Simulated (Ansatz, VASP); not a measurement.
NaF2 in VASP and in Ansatz

```xyz
3
Lattice="3.8293 0.0000 0.0000 -1.9147 3.3163 0.0000 0.0000 0.0000 3.0833" Properties=species:S:1:pos:R:3 pbc="T T T"
Na    0.0000    0.0000    0.0000
F     0.0000    2.2108    1.5417
F     1.9147    1.1054    1.5417
```

Alike in both runs: functional PBE; k mesh 6 × 6 × 4; occupations gaussian, width 0.1 eV; collinear spin.

Ansatz relaxed the structure, and its values are those at the end. VASP's run is a single point on that final structure, the one shown.

```csv
,VASP,Ansatz
version,VASP 6.6.1,Ansatz 0.2.0
potentials or method,"VASP PAW PBE potentials, release 64 (Na_pv, F), cutoff 520 eV","scalar-relativistic, plane waves, PAW"
valence electrons in the cell,21,23
```

```tsv
	VASP	Ansatz	Ansatz less VASP
gap on the k mesh at the Fermi level (eV)	none	none	-
pressure (GPa)	-0.1	0.2	+0.36
net moment per atom (μB)	0.33	0.33	0.000
size of the moment on the site where the two differ most (μB)	0.47	0.50	+0.032
```

Site moments also hang on the region over which each program counts them. A gap of «none» marks a metal or a gap that the smearing closes. The functional is the same, so the differences come from potentials, cutoffs and numerics. VASP's potentials hold 21 valence electrons a cell and Ansatz's 23, so a difference there can come from the potentials and not from the codes.

The k mesh is coarse, so the values compare programs but aren't converged.
